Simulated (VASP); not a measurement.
A run of VASP 6.6.1:

The input INCAR:

```
SYSTEM = AsPb
PREC = Accurate
ENCUT = 520
EDIFF = 1E-7
ISMEAR = -1
SIGMA = 0.1
LREAL = .False.
LASPH = .True.
NELM = 80
ALGO = Normal
ISIF = 2
LWAVE = .False.
LCHARG = .False.
GGA = PE
NBANDS = 48
LUSENCCL = .False.
```

File KPOINTS:

```
regular mesh
0
Gamma
  5 6 6
  0 0 0
```

Contents of POSCAR:

```
AsPb
1.0
    6.6176260000      0.0000000000      0.0000000000
    0.0000000000      6.1654160000      0.0000000000
    0.0000000000      0.0000000000      5.3371320000
Pb As
4 4
Direct
    0.2297000000      0.9884000000      0.2500000000
    0.7703000000      0.0116000000      0.7500000000
    0.2297000000      0.5116000000      0.7500000000
    0.7703000000      0.4884000000      0.2500000000
    0.8653000000      0.0917000000      0.2500000000
    0.1347000000      0.9083000000      0.7500000000
    0.8653000000      0.4083000000      0.7500000000
    0.1347000000      0.5917000000      0.2500000000
```

Potentials or basis: VASP PAW PBE potentials, release 64 (Pb_d, As).

The run is started by

```sh
$ cat potpaw_PBE.64/Pb_d/POTCAR potpaw_PBE.64/As/POTCAR > POTCAR
$ mpirun -np 1 vasp_std > vasp.out
```

Hardware: 1 × NVIDIA H100 80GB with 1 thread of AMD EPYC 7R13 Processor (Zen 3), on a shared host.

How long does it take, and how much memory?

Run time: 4.3 min on 1 × NVIDIA H100 80GB with 1 thread of AMD EPYC 7R13 Processor (Zen 3), on a shared host, peak memory 1.5 GiB. Counts: scf iterations 16, k points 48.
